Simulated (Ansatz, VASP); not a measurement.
**One calculation of Al3O2, two programs**

POSCAR

```
Al3O2
1.0
    3.5219054471      0.0000000000      0.0000000000
   -1.7609527235      3.0500595869      0.0000000000
    0.0000000000      0.0000000000      5.4795127895
Al O
3 2
Direct
    0.0000000000      0.0000000000      0.0000000000
    0.3333333333      0.6666666667      0.6450000000
    0.6666666667      0.3333333333      0.3550000000
    0.3333333333      0.6666666667      0.2450000000
    0.6666666667      0.3333333333      0.7550000000
```

INCAR.step1

```
SYSTEM = Al3O2
PREC = Accurate ; ENCUT = 520
ISMEAR = 0 ; SIGMA = 0.1
LREAL = .False. ; LASPH = .True.
NELM = 100 ; NBANDS = 18
GGA = PE ; ALGO = Normal
EDIFF = 1E-4 ; LWAVE = .True.
LCHARG = .False.
```

INCAR.step2

```
SYSTEM = Al3O2
PREC = Accurate ; ENCUT = 520
EDIFF = 1E-6 ; ISMEAR = 0
SIGMA = 0.1 ; LREAL = .False.
LASPH = .True. ; NELM = 100
ALGO = Normal ; ISIF = 2
LWAVE = .False. ; LCHARG = .False.
METAGGA = R2SCAN ; LMIXTAU = .True.
NBANDS = 18 ; ISTART = 1
```

File KPOINTS:

```
regular mesh
0
Gamma
  6 6 4
  0 0 0
```

Input for Ansatz:

```yaml
crystal:
  lattice:
    - [3.5219054471, 0.0, 0.0]
    - [-1.7609527235, 3.0500595869, 0.0]
    - [0.0, 0.0, 5.4795127895]
  atoms:
    - { symbol: Al, position: [0.0, 0.0, 0.0] }
    - { symbol: Al, position: [0.3333333333, 0.6666666667, 0.645] }
    - { symbol: Al, position: [0.6666666667, 0.3333333333, 0.355] }
    - { symbol: O, position: [0.3333333333, 0.6666666667, 0.245] }
    - { symbol: O, position: [0.6666666667, 0.3333333333, 0.755] }
basis:
  ecutwfc: 500
kpoints:
  mp_grid: { grid: [6, 6, 4] }
hamiltonian:
  xc: r2scan
scf:
  occupations: { method: gaussian, width: 0.1 }
  lower_state_search: "off"
output:
  forces: true
  stress: true
  eigenvalues: true
```

Alike in both runs: task single point; functional r2SCAN; k mesh 6 × 6 × 4; occupations gaussian, width 0.1 eV; no spin polarisation.

|  | VASP | Ansatz |
| --- | --- | --- |
| version | VASP 6.6.1 | Ansatz 0.2.0 |
| potentials or method | VASP PAW PBE potentials, release 64 (Al, O), cutoff 520 eV | scalar-relativistic, plane waves, PAW |
| valence electrons in the cell | 21 | 21 |

VASP gave:

| Property | Result |
| --- | --- |
| gap on the k mesh at the Fermi level (eV) | none |
| pressure (GPa) | 14.7 |
| traceless stress, the component that is largest in VASP (GPa) | 10.21 |
| rms of the force components (eV/Å) | 0.478 |

Task: What did Ansatz give for the same quantities?

Result: gap on the k mesh at the Fermi level (eV): none; pressure (GPa): 15.1; traceless stress, the component that is largest in VASP (GPa): 10.21; rms of the force components (eV/Å): 0.482.

VASP's potentials were made for PBE, not for r2SCAN. Atom by atom the forces differ by 0.004 eV/Å (rms over components). A gap of «none» marks a metal or a gap that the smearing closes.
